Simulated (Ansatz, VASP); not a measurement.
# One calculation of KSO3F, two programs

INCAR

```
PREC = Accurate ; ENCUT = 910
EDIFF = 1E-8 ; ISMEAR = -1
SIGMA = 0.02 ; LREAL = Auto
LASPH = True ; NELM = 120
ALGO = Normal ; ISIF = 2
LWAVE = False ; LCHARG = False
GGA = PE ; LEFG = True
NBANDS = 98 ; GGA_COMPAT = False
```

The input KPOINTS:

```
regular mesh
0
Gamma
  3 4 3
```

The input POSCAR:

```
KSO3F
1.0
    8.8225220000      0.0000000000      0.0000000000
    0.0000000000      6.0408110000      0.0000000000
    0.0000000000      0.0000000000      7.5560560000
K S O F
4 4 12 4
Direct
    0.6774800000      0.2500000000      0.3416190000
    0.1774800000      0.2500000000      0.1583810000
    0.3225200000      0.7500000000      0.6583810000
    0.8225200000      0.7500000000      0.8416190000
    0.5556980000      0.2500000000      0.8004730000
    0.0556980000      0.2500000000      0.6995270000
    0.4443020000      0.7500000000      0.1995270000
    0.9443020000      0.7500000000      0.3004730000
    0.5838040000      0.0471980000      0.7021680000
    0.0838040000      0.4528020000      0.7978320000
    0.4161960000      0.5471980000      0.2978320000
    0.9161960000      0.9528020000      0.2021680000
    0.4161960000      0.9528020000      0.2978320000
    0.9161960000      0.5471980000      0.2021680000
    0.5838040000      0.4528020000      0.7021680000
    0.0838040000      0.0471980000      0.7978320000
    0.4228620000      0.2500000000      0.9120230000
    0.9228620000      0.2500000000      0.5879770000
    0.5771380000      0.7500000000      0.0879770000
    0.0771380000      0.7500000000      0.4120230000
    0.6968950000      0.2500000000      0.9458030000
    0.1968950000      0.2500000000      0.5541970000
    0.3031050000      0.7500000000      0.0541970000
    0.8031050000      0.7500000000      0.4458030000
```

Input for Ansatz:

```yaml
crystal:
  lattice:
    - [8.822522, 0.0, 0.0]
    - [0.0, 6.040811, 0.0]
    - [0.0, 0.0, 7.556056]
  atoms:
    - { symbol: K, position: [0.67748, 0.25, 0.341619] }
    - { symbol: K, position: [0.17748, 0.25, 0.158381] }
    - { symbol: K, position: [0.32252, 0.75, 0.658381] }
    - { symbol: K, position: [0.82252, 0.75, 0.841619] }
    - { symbol: S, position: [0.555698, 0.25, 0.800473] }
    - { symbol: S, position: [0.055698, 0.25, 0.699527] }
    - { symbol: S, position: [0.444302, 0.75, 0.199527] }
    - { symbol: S, position: [0.944302, 0.75, 0.300473] }
    - { symbol: O, position: [0.583804, 0.047198, 0.702168] }
    - { symbol: O, position: [0.083804, 0.452802, 0.797832] }
    - { symbol: O, position: [0.416196, 0.547198, 0.297832] }
    - { symbol: O, position: [0.916196, 0.952802, 0.202168] }
    - { symbol: O, position: [0.416196, 0.952802, 0.297832] }
    - { symbol: O, position: [0.916196, 0.547198, 0.202168] }
    - { symbol: O, position: [0.583804, 0.452802, 0.702168] }
    - { symbol: O, position: [0.083804, 0.047198, 0.797832] }
    - { symbol: O, position: [0.422862, 0.25, 0.912023] }
    - { symbol: O, position: [0.922862, 0.25, 0.587977] }
    - { symbol: O, position: [0.577138, 0.75, 0.087977] }
    - { symbol: O, position: [0.077138, 0.75, 0.412023] }
    - { symbol: F, position: [0.696895, 0.25, 0.945803] }
    - { symbol: F, position: [0.196895, 0.25, 0.554197] }
    - { symbol: F, position: [0.303105, 0.75, 0.054197] }
    - { symbol: F, position: [0.803105, 0.75, 0.445803] }
kpoints:
  mp_grid: { grid: [3, 4, 3] }
scf:
  occupations: { method: fermi_dirac, width: 0.02 }
hamiltonian:
  xc: pbe
  pseudopotentials: { kind: paw }
output:
  forces: true
  stress: true
  populations: true
  efg:
    quadrupole_moments_barn: { K: 0.0603, S: -0.0694, O: -0.02558 }
    contact_densities: true
```

Alike in both runs: task electric field gradients; functional PBE; k mesh 3 × 4 × 3; occupations fermi-dirac, width 0.02 eV; no spin polarisation.

|  | VASP | Ansatz |
| --- | --- | --- |
| version | VASP 6.6.1 | Ansatz 0.2.0 |
| potentials or method | VASP PAW PBE potentials, release 64 (K_sv, S, O_h, F_h) | plane-wave PAW, scalar-relativistic |
| plane-wave cutoff (eV) | 910 | 420 |
| valence electrons in the cell | 160 | 160 |

```csv
,VASP,Ansatz,Ansatz less VASP
gap on the k mesh at the Fermi level (eV),5.14,5.16,+0.018
rms of the force components (eV/Å),0.071,0.201,+0.1295
size of Vzz on the site where it differs most (V/Å²),100.8,92.2,-8.59
```

Atom by atom the forces differ by 0.200 eV/Å (rms over components). One of these differences is far larger than is usual between the two programs; its cause wasn't traced.

Noted on VASP's run: the cutoff is under 1.25 times that of the potentials, so the pressure is a little rough.
